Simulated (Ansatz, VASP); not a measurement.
One calculation of YZnC2N2, two programs

```
CELL_PARAMETERS angstrom
3.15607 -1.69194 0.00756
3.15607 1.69194 0.00756
-0.04273 0.00000 9.47919
ATOMIC_POSITIONS crystal
Y 0.50000 0.50000 0.50000
Zn 0.00000 0.00000 0.00000
C 0.99985 0.99985 0.19432
C 0.00015 0.00015 0.80568
N 0.99997 0.99997 0.32106
N 0.00003 0.00003 0.67894
```

Alike in both runs: functional PBE; k mesh 12 × 12 × 4; occupations gaussian, width 0.1 eV; no spin polarisation.

Ansatz relaxed the structure, and its values are those at the end. VASP's run is a single point on that final structure, the one shown.

```csv
,VASP,Ansatz
version,VASP 6.6.1,Ansatz 0.2.0
potentials or method,"VASP PAW PBE potentials, release 64 (Y_sv, Zn, C, N), cutoff 520 eV","scalar-relativistic, plane waves, PAW"
valence electrons in the cell,41,41
```

```csv
,VASP,Ansatz,Ansatz less VASP
gap on the k mesh at the Fermi level (eV),none,none,-
pressure (GPa),0.4,0.0,-0.35
rms of the force components (eV/Å),0.105,0.001,-0.1046
```

A gap of «none» marks a metal or a gap that the smearing closes. With one functional, cell and mesh, what is left measures potentials, basis and numerics.

Noted on VASP's run: the standard files for N, O and F lose accuracy on very short bonds.
